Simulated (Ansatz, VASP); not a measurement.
# C: VASP beside Ansatz

```
C
1.0
     2.46658    0.00000    0.00000
    -1.23329    2.13612    0.00000
     0.00000    0.00000   28.99441
C
12
Direct
  0.66667 0.33333 0.96330
  0.66667 0.33333 0.46331
  0.66667 0.33333 0.76796
  0.66667 0.33333 0.26796
  0.00000 0.00000 0.61574
  0.33333 0.66667 0.26796
  0.00000 0.00000 0.11574
  0.66667 0.33333 0.61574
  0.33333 0.66667 0.76796
  0.33333 0.66667 0.11574
  0.33333 0.66667 0.46330
  0.33333 0.66667 0.96331
```

Alike in both runs: task single point; functional PBE; k mesh 18 × 18 × 2; occupations gaussian, width 0.1 eV; no spin polarisation.

```csv
,VASP,Ansatz
version,VASP 6.6.1,Ansatz 0.2.0
potentials or method,"VASP PAW PBE potentials, release 64 (C), cutoff 520 eV","scalar-relativistic, plane waves, PAW"
valence electrons in the cell,48,48
```

Ansatz gave:

- gap on the k mesh at the Fermi level (eV): none
- pressure (GPa): 0.0
- traceless stress, the component that is largest in VASP (GPa): -0.01

Q: Estimate VASP's values.

A: gap on the k mesh at the Fermi level (eV): none; pressure (GPa): 0.3; traceless stress, the component that is largest in VASP (GPa): -0.38.

A gap of «none» marks a metal or a gap that the smearing closes.
